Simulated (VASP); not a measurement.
# Si4PI (P4/mmm) in VASP: a series of runs

Si4PI is run at these levels: PBE; tasks: relaxation of cell and atoms.

Program: VASP 6.6.1. These are calculated values, not measurements. Logs are shortened: lines on timing, memory, paths and dates and some standing lists are left out, and cuts for length are marked.

### 1 The cell of the first run

Symmetry: P4/mmm, No. 123, tetragonal system. The conventional cell has a = 4.732 Å, b = 4.732 Å, c = 6.753 Å, α = 90.00°, β = 90.00°, γ = 90.00°. Within 3.8 Å of Si (site symmetry 2mm) lie 2 P at 2.86 Å and 2 I at 2.96 Å and 6 Si at 3.20 to 3.55 Å. P (site symmetry 4/mmm) has 8 Si at 2.86 Å within 3.8 Å. I (site symmetry 4/mmm) has 8 Si at 2.96 Å within 3.9 Å.

The cell was generated, and may not be a known phase.

### 2 Relaxation of cell and atoms, PBE

Input file INCAR:

```
SYSTEM = Si4PI
ALGO = Normal
EDIFF = 1E-6
EDIFFG = -0.04
ENCUT = 600
GGA = PE
IBRION = 2
ISIF = 3
ISMEAR = 0
LASPH = .True.
LCHARG = .False.
LREAL = .False.
LWAVE = .False.
NELM = 80
NSW = 90
PREC = Accurate
SIGMA = 0.1
```

Input file KPOINTS:

```
k-points
0
Gamma
  4 4 4
  0 0 0
```

Input file POSCAR:

```
Si4PI
1.0
    4.7318612600      0.0000000000      0.0000000000
    0.0000000000      4.7318612600      0.0000000000
    0.0000000000      0.0000000000      6.7526042400
Si P I
4 1 1
Direct
    0.5000000000      0.0000000000      0.7628759100
    0.0000000000      0.5000000000      0.2371240900
    0.5000000000      0.0000000000      0.2371240900
    0.0000000000      0.5000000000      0.7628759100
    0.0000000000      0.0000000000      0.0000000000
    0.5000000000      0.5000000000      0.5000000000
```

Potentials or basis: VASP PAW PBE potentials, release 64 (Si, P, I).

On the command line:

```
> cat potpaw_PBE.64/Si/POTCAR potpaw_PBE.64/P/POTCAR potpaw_PBE.64/I/POTCAR > POTCAR
> mpirun -np 1 vasp_std > vasp.out
```

OUTCAR:

```text
SYSTEM = Si4PI
   EDIFF = 1E-6
   EDIFFG = -0.04
   ENCUT = 600
   GGA = PE
   IBRION = 2
   ISIF = 3
   ISMEAR = 0
   LASPH = .True.
   LREAL = .False.
   NELM = 80
   NSW = 90
   PREC = Accurate

 ion  position               nearest neighbor table
   1  0.500  0.000  0.763-   5 2.86   5 2.86   6 2.96   6 2.96
   2  0.000  0.500  0.237-   5 2.86   5 2.86   6 2.96   6 2.96
   3  0.500  0.000  0.237-   5 2.86   5 2.86   6 2.96   6 2.96
   4  0.000  0.500  0.763-   5 2.86   5 2.86   6 2.96   6 2.96
   5  0.000  0.000  0.000-   1 2.86   2 2.86   3 2.86   4 2.86   2 2.86   4 2.86   1 2.86   3 2.86

   6  0.500  0.500  0.500-   1 2.96   2 2.96   3 2.96   4 2.96   1 2.96   3 2.96   2 2.96   4 2.96

  LATTYP: Found a simple tetragonal cell.
 ALAT       =     4.7318612600
 C/A-ratio  =     1.4270503442

  Lattice vectors:

 A1 = (   4.7318612600,   0.0000000000,   0.0000000000)
 A2 = (   0.0000000000,   4.7318612600,   0.0000000000)
 A3 = (   0.0000000000,   0.0000000000,   6.7526042400)

Analysis of symmetry for initial positions (statically):
=====================================================================
 Subroutine PRICEL returns:
 Original cell was already a primitive cell.

 Routine SETGRP: Setting up the symmetry group for a
 simple tetragonal supercell.

 Subroutine GETGRP returns: Found 16 space group operations
 (whereof 16 operations were pure point group operations)
 out of a pool of 16 trial point group operations.

The static configuration has the point symmetry D_4h.

Analysis of symmetry for dynamics (positions and initial velocities):
=====================================================================
 Subroutine PRICEL returns:
 Original cell was already a primitive cell.

 Routine SETGRP: Setting up the symmetry group for a
 simple tetragonal supercell.

 Subroutine GETGRP returns: Found 16 space group operations
 (whereof 16 operations were pure point group operations)
 out of a pool of 16 trial point group operations.

The dynamic configuration has the point symmetry D_4h.

 Subroutine INISYM returns: Found 16 space group operations
 (whereof 16 operations are pure point group operations),
 and found     1 'primitive' translations

----------------------------------------------------------------------------------------

                                     Primitive cell

  volume of cell :     151.1943

  direct lattice vectors                    reciprocal lattice vectors
[... 104 lines left out ...]
   EFERMI_NEDOS =   21; number of points for ismear=-14 and -15
   IALGO  =     38    algorithm
   IMIX   =      4    mixing-type and parameters
     AMIX     =   0.40;   BMIX     =  1.00
     AMIX_MAG =   1.60;   BMIX_MAG =  1.00
  volume/ion in A,a.u.               =      25.20       170.05
  Fermi-wavevector in a.u.,A,eV,Ry     =   0.933145  1.763388 11.847400  0.870759
  Thomas-Fermi vector in A             =   2.059816
   LORBIT       =      0    0 simple, 1 ext, 2 COOP (PROOUT), +10 PAW based schemes
   GGA     = PE    functional components
   LHFCALC =     F    Hartree Fock is set to
   AEXX    =    0.0000 exact exchange contribution
   IVDW    =     0    specifies the selected vdW correction
   LEPSILON=     F    determine dielectric tensor
   LRPA    =     F    only Hartree local field effects (RPA)
 conjugate gradient relaxation of ions
 non-spin polarized calculation
 Gauss-broadening in eV      SIGMA  =   0.10
  energy-cutoff  :      600.00
  volume of cell :      151.19
 maximum number of plane-waves:      5078
 NGX is ok and might be reduce to    40
   NGX = 19   NGY = 19   NGZ = 27

--------------------------------------- Ionic step        1  -------------------------------------------

 number of electron      27.9999999 magnetization

 Free energy of the ion-electron system (eV)
  ---------------------------------------------------
  ext. energy  EPLUGINS =         0.00000000
  ---------------------------------------------------
  free energy    TOTEN  =       -21.42257871 eV

  energy without entropy =      -21.40147731  energy(sigma->0) =      -21.41202801

------------------------ aborting loop because EDIFF is reached ----------------------------------------

  FORCE on cell =-STRESS in cart. coord.  units (eV):
  Direction    XX          YY          ZZ          XY          YZ          ZX
  --------------------------------------------------------------------------------------
  -------------------------------------------------------------------------------------
  Total       -3.8684490     -3.8684490     -5.6090667      0.0000000     -0.0000000      0.0000000
  in kB      -40.9932313    -40.9932313    -59.4382327      0.0000000     -0.0000000      0.0000000
  external PRESSURE =     -47.1415651 kB  Pullay stress =       0.0000000 kB
[... 101 lines left out ...]
  FREE ENERGIE OF THE ION-ELECTRON SYSTEM (eV)
  ---------------------------------------------------
  free  energy   TOTEN  =       -22.0130263650 eV

  energy  without entropy=      -22.0037702710  energy(sigma->0) =      -22.00839832

 E-fermi :   8.5978     XC(G=0): -10.3327

 val. band max:        8.5262193225   @ k =   0.2500   0.0000   0.5000
 cond. band min:       8.6458421191   @ k =   0.2500   0.2500   0.0000
 fundamental gap:      0.1196227966
 Fermi energy:         8.5978117430

 k-point     1 :       0.0000    0.0000    0.0000
  band No.  band energies     occupation
      1      -9.8722      2.00000
      2      -4.8606      2.00000
      3      -4.1437      2.00000
      4       0.6690      2.00000
      5       0.6690      2.00000
      6       1.8312      2.00000
[... 355 lines left out ...]
      5      -0.6111      2.00000
      6       0.6888      2.00000
[... 10 lines left out ...]
     17      14.3809      0.00000
     18      15.5160      0.00000

[... ionic steps 4 to 50 ...]

--------------------------------------- Ionic step       51  -------------------------------------------

 number of electron      27.9999998 magnetization

------------------------ aborting loop because EDIFF is reached ----------------------------------------
[... 75 lines left out ...]
--------------------------------------- Ionic step       53  -------------------------------------------

 number of electron      28.0000006 magnetization

 Free energy of the ion-electron system (eV)
  ---------------------------------------------------
  ext. energy  EPLUGINS =         0.00000000
  ---------------------------------------------------
  free energy    TOTEN  =       -25.85194201 eV

  energy without entropy =      -25.82599818  energy(sigma->0) =      -25.83897010

 E-fermi :   6.5018     XC(G=0):  -9.7080

 val. band max:        6.4982236289   @ k =   0.0000   0.0000   0.5000
 cond. band min:       6.5336936271   @ k =   0.5000   0.0000   0.0000
 fundamental gap:      0.0354699982
 Fermi energy:         6.5017964119

 k-point     1 :       0.0000    0.0000    0.0000
  band No.  band energies     occupation
      1      -7.8491      2.00000
      2      -6.5233      2.00000
      3      -5.6293      2.00000
      4      -1.8311      2.00000
      5       1.2654      2.00000
      6       2.7096      2.00000
[... 400 lines left out ...]
  FREE ENERGIE OF THE ION-ELECTRON SYSTEM (eV)
  ---------------------------------------------------
  free  energy   TOTEN  =       -25.8519420107 eV

  energy  without entropy=      -25.8259981837  energy(sigma->0) =      -25.83897010

 reached required accuracy - stopping structural energy minimisation
```

OSZICAR:

```text
N       E                     dE             d eps       ncg     rms          rms(c)
DAV:   1     0.982106518294E+02    0.98211E+02   -0.11678E+04   648   0.141E+03
DAV:   2    -0.131549407729E+02   -0.11137E+03   -0.10895E+03   830   0.176E+02
DAV:   3    -0.215912151002E+02   -0.84363E+01   -0.81468E+01   886   0.457E+01
[... 557 lines left out ...]
DAV:   4    -0.258520467683E+02    0.30566E-03   -0.21285E-03   686   0.230E-01    0.739E-02
DAV:   5    -0.258519648685E+02    0.81900E-04   -0.23134E-04   742   0.894E-02    0.542E-02
DAV:   6    -0.258519447291E+02    0.20139E-04   -0.47525E-05   802   0.349E-02    0.372E-02
DAV:   7    -0.258519421555E+02    0.25736E-05   -0.48507E-06   710   0.134E-02    0.848E-03
DAV:   8    -0.258519420107E+02    0.14483E-06   -0.41082E-07   336   0.423E-03
  53 F= -.25851942E+02 E0= -.25838970E+02  d E =-.713685E-02
```

CONTCAR:

```text
Si4PI
   1.00000000000000
     3.5649731877775048    0.0000000000000000    0.0000000000000000
     0.0000000000000000    3.5649731877775048    0.0000000000000001
     0.0000000000000000    0.0000000000000000    9.9555466806087747
  Si              P               I
     4     1     1
Direct
     0.5000000000000000    0.0000000000000000    0.8152161634720837
     0.0000000000000000    0.5000000000000000    0.1847838365279161
     0.5000000000000000    0.0000000000000000    0.1847838365279161
     0.0000000000000000    0.5000000000000000    0.8152161634720837
     0.0000000000000000    1.0000000000000000    0.0000000000000000
     0.5000000000000000    0.5000000000000000    0.5000000000000000

  0.00000000E+00  0.00000000E+00  0.00000000E+00
  0.00000000E+00  0.00000000E+00  0.00000000E+00
  0.00000000E+00  0.00000000E+00  0.00000000E+00
  0.00000000E+00  0.00000000E+00  0.00000000E+00
  0.00000000E+00  0.00000000E+00  0.00000000E+00
  0.00000000E+00  0.00000000E+00  0.00000000E+00
```

Run time: 46 min. Hardware: 1 thread of Oxide Virtual Turin-like, shared host; peak memory 0.32 GiB.

Results:

```yaml
Free_energy: -25.8519 eV
Relaxed_volume: 21.09 Å³/atom
Relaxed_cell: a = 3.565 Å, b = 3.565 Å, c = 9.956 Å, α = 90.00°, β = 90.00°, γ = 90.00°
Space_group_after_relaxing_to_0.1_Å: P4/mmm (No. 123)
Pressure_after_relaxing: -0.1 GPa
Largest_force_after_relaxing: 0.007 eV/Å
Band_gap_on_the_k_mesh: zero (bands 14 and 15 overlap by 2.39 eV)
```

Forces on the atoms (eV/Å):
```
Si   0.000  0.000  0.007
Si   0.000  0.000 -0.007
Si   0.000  0.000 -0.007
Si   0.000  0.000  0.007
P    0.000  0.000  0.000
I    0.000  0.000  0.000
```

Stress tensor (GPa, compression positive):
```
-0.16  0.00  0.00
 0.00 -0.16  0.00
 0.00  0.00  0.10
```

Final structure:
```
CELL_PARAMETERS angstrom
3.56497 0.00000 0.00000
0.00000 3.56497 0.00000
0.00000 0.00000 9.95555
ATOMIC_POSITIONS crystal
Si 0.50000 0.00000 0.81522
Si 0.00000 0.50000 0.18478
Si 0.50000 0.00000 0.18478
Si 0.00000 0.50000 0.81522
P 0.00000 0.00000 0.00000
I 0.50000 0.50000 0.50000
```

Levels at points of the mesh, in eV from the Fermi level:
```tsv
k point	band 10	band 11	band 12	band 13	band 14	band 15	band 16	band 17	band 18
(0.00, 0.00, 0.00)	-1.92	-1.44	-0.49	-0.48	-0.34	-0.34	1.37	1.54	1.54
(0.50, 0.00, 0.00)	-2.51	-2.44	0.03	0.11	0.65	0.74	0.92	1.21	2.38
(0.50, 0.50, 0.00)	-3.84	-3.84	-3.26	-2.09	-2.09	-1.49	0.57	0.57	0.74
(0.00, 0.00, 0.50)	-2.13	-1.92	-0.51	-0.18	-0.18	0.00	1.15	1.34	1.34
(0.50, 0.00, 0.50)	-1.70	-1.50	-0.32	0.11	0.13	0.44	0.57	1.14	2.66
(0.50, 0.50, 0.50)	-3.36	-3.36	-3.24	-2.82	-2.82	-1.74	0.61	1.24	1.24
```

Caveat: the volume moved by over 15 % at a fixed basis, so the end points are rough; spin-orbit coupling is left out, which moves the levels of the heavy elements.

### 3 Relaxation of cell and atoms, PBE

This run uses another cell than the first one, of 20.67 Å³/atom.

Input file INCAR:

```
SYSTEM = Si4PI
PREC = Accurate ; ENCUT = 600
EDIFF = 1E-6 ; ISMEAR = 0
SIGMA = 0.1 ; LREAL = .False.
LASPH = .True. ; NELM = 100
ALGO = Normal ; ISIF = 3
LWAVE = .False. ; LCHARG = .False.
GGA = PE ; IBRION = 2
NSW = 100 ; EDIFFG = -0.01
```

Input file KPOINTS:

```
Automatic mesh
0
Gamma
  12 12 4
  0 0 0
```

Input file POSCAR:

```
Si4PI
1.0
    3.4900991681      0.0000000000      0.0000000000
    0.0000000000      3.4900991681      0.0000000000
    0.0000000000      0.0000000000     10.1812117573
Si P I
4 1 1
Direct
    0.5000000000      0.0000000000      0.8079151147
    0.0000000000      0.5000000000      0.1920848853
    0.5000000000      0.0000000000      0.1920848853
    0.0000000000      0.5000000000      0.8079151147
    0.0000000000      0.0000000000      0.0000000000
    0.5000000000      0.5000000000      0.5000000000
```

Potentials or basis: VASP PAW PBE potentials, release 64 (Si, P, I).

On the command line:

```
> cat potpaw_PBE.64/Si/POTCAR potpaw_PBE.64/P/POTCAR potpaw_PBE.64/I/POTCAR > POTCAR
> mpirun -np 1 vasp_std > vasp.out
```

It took 21 min on 1 thread of Oxide Virtual Turin-like, shared host; peak memory 0.39 GiB.

The run converged. Its results:

| Quantity | Value |
| --- | --- |
| Free energy | -25.9656 eV |
| Relaxed volume | 20.19 Å³/atom |
| Relaxed cell | a = 3.501 Å, b = 3.501 Å, c = 9.880 Å, α = 90.00°, β = 90.00°, γ = 90.00° |
| Space group after relaxing (to 0.1 Å) | P4/mmm (No. 123) |
| Energy gained by relaxing | 3.5 meV/atom |
| Ionic steps | 10 |
| Pressure after relaxing | 0.0 GPa |
| Band gap on the k mesh | zero (bands 14 and 15 overlap by 2.89 eV) |

Forces on the atoms (eV/Å):
```
Si   0.000  0.000 -0.002
Si   0.000  0.000  0.002
Si   0.000  0.000  0.002
Si   0.000  0.000 -0.002
P    0.000  0.000  0.000
I    0.000  0.000  0.000
```

Step by step:
```csv
step,energy change (eV),largest force (eV/Å),pressure (GPa),volume (Å³)
1,0.0000,0.0563,-0.06,124.02
2,-0.0050,0.0675,-0.15,123.86
3,-0.0088,0.0877,-0.24,123.58
4,-0.0117,0.0904,0.02,122.75
5,-0.0131,0.0992,0.73,120.64
6,-0.0135,0.0964,0.48,121.35
7,-0.0153,0.0841,0.42,121.32
8,-0.0191,0.0475,0.23,121.22
9,-0.0201,0.0277,-0.08,121.04
10,-0.0208,0.0021,0.02,121.11
```

Final structure:
```xyz
6
Lattice="3.5011 0.0000 0.0000 0.0000 3.5011 0.0000 0.0000 0.0000 9.8803" Properties=species:S:1:pos:R:3 pbc="T T T"
Si    1.7505    0.0000    7.9150
Si    0.0000    1.7505    1.9653
Si    1.7505    0.0000    1.9653
Si    0.0000    1.7505    7.9150
P     0.0000    0.0000    0.0000
I     1.7505    1.7505    4.9402
```

Levels at points of the mesh, in eV from the Fermi level:
```tsv
k point	band 10	band 11	band 12	band 13	band 14	band 15	band 16	band 17	band 18
(0.00, 0.00, 0.00)	-1.29	-1.08	-0.29	-0.28	-0.28	0.01	1.58	1.63	1.63
(0.50, 0.00, 0.00)	-2.62	-1.66	0.16	0.56	1.15	1.21	1.47	1.48	2.68
(0.50, 0.50, 0.00)	-4.05	-4.05	-3.63	-1.92	-1.92	-1.47	0.41	0.45	0.45
(0.00, 0.00, 0.50)	-1.91	-1.07	-0.02	-0.02	-0.02	0.53	1.35	1.35	1.35
(0.50, 0.00, 0.50)	-1.66	-1.42	-0.40	0.22	0.56	0.84	1.13	1.49	2.21
(0.50, 0.50, 0.50)	-3.60	-3.52	-3.52	-2.79	-2.79	-1.73	0.25	1.35	1.35
```

Caveat: spin-orbit coupling is left out, which moves the levels of the heavy elements.

The gap in the log of VASP goes by the Fermi energy; the results here count the filled bands.